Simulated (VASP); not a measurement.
Cr, 3 atoms in the cell. Symmetry: Im-3m, No. 229, cubic system. The conventional cell has a = 2.848 Å, b = 2.848 Å, c = 2.848 Å, α = 90.00°, β = 90.00°, γ = 90.00°. Within 3.3 Å of Cr (site symmetry m-3m) lie 14 Cr at 2.47 to 2.85 Å. 

- Program: VASP 6.6.1
- Task: single point
- Functional: PBE
- Potentials or basis: VASP PAW PBE potentials, release 64 (Cr_pv)
- Cutoff: 520 eV
- k mesh: 10 × 10 × 13
- Occupations: fermi-dirac, width 0.08 eV
- Spin: collinear spin, ferromagnetic start
- Starting moments: [2.0, 2.0, 2.0] μB
- Dipole correction: no
- Further INCAR settings: ALGO = Normal; EDIFF = 1e-07; NBANDS = 29

Potentials or basis: VASP PAW PBE potentials, release 64 (Cr_pv).

Launch:

```bash
$ cat potpaw_PBE.64/Cr_pv/POTCAR > POTCAR
$ mpirun -np 1 vasp_std > vasp.out
```

Hardware: 1 thread of Intel Xeon 8259CL, on a shared host.

How long does it take, and how much memory?

It took 6 min on 1 thread of Intel Xeon 8259CL, with other jobs on the host, peak memory 0.3 GiB. Counts: scf iterations 16, k points 146.
